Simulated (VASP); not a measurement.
A run of VASP 6.6.1:

File POSCAR:

```
PtSe
1.0
    0.0000000000      2.4684015290      2.4684015290
    2.4684015290      0.0000000000      2.4684015290
    2.4684015290      2.4684015290      0.0000000000
Pt Se
1 1
Direct
    0.0000000000      0.0000000000      0.0000000000
    0.2500000000      0.2500000000      0.2500000000
```

The input INCAR.step1:

```
ALGO = Normal
EDIFF = 1E-6
ENCUT = 520
GGA = PS
ISIF = 2
ISMEAR = -1
LASPH = True
LCHARG = True
LMAXMIX = 4
LREAL = False
LWAVE = False
NBANDS = 15
NELM = 100
PREC = Accurate
SIGMA = 0.1
```

Contents of KPOINTS.step1:

```
k-points
0
Gamma
  13 13 13
```

File INCAR.step2:

```
ALGO = Normal
EDIFF = 1E-6
ENCUT = 520
GGA = PS
ICHARG = 11
ISIF = 2
ISMEAR = -5
LASPH = True
LCHARG = False
LMAXMIX = 4
LORBIT = 10
LREAL = False
LWAVE = False
NEDOS = 2001
NELM = 100
PREC = Accurate
SIGMA = 0.1
```

Contents of KPOINTS.step2:

```
k-points
0
Gamma
  20 20 20
```

Potentials or basis: VASP PAW PBE potentials, release 64 (Pt, Se).

The run is started by

```bash
$ cat potpaw_PBE.64/Pt/POTCAR potpaw_PBE.64/Se/POTCAR > POTCAR
$ cp INCAR.step1 INCAR
$ cp KPOINTS.step1 KPOINTS
$ mpirun -np 1 vasp_std > vasp.out
$ cp INCAR.step2 INCAR
$ cp KPOINTS.step2 KPOINTS
$ mpirun -np 1 vasp_std > vasp.out
```

Hardware: 1 thread of Intel(R) Xeon(R) 6975P-C (Granite Rapids) (shared host).

Task: How long does it take, and how much memory?

Result: Run time: 44 s on 1 thread of Intel(R) Xeon(R) 6975P-C (Granite Rapids), on a shared host, peak memory 0.24 GiB. Counts: k points 256.
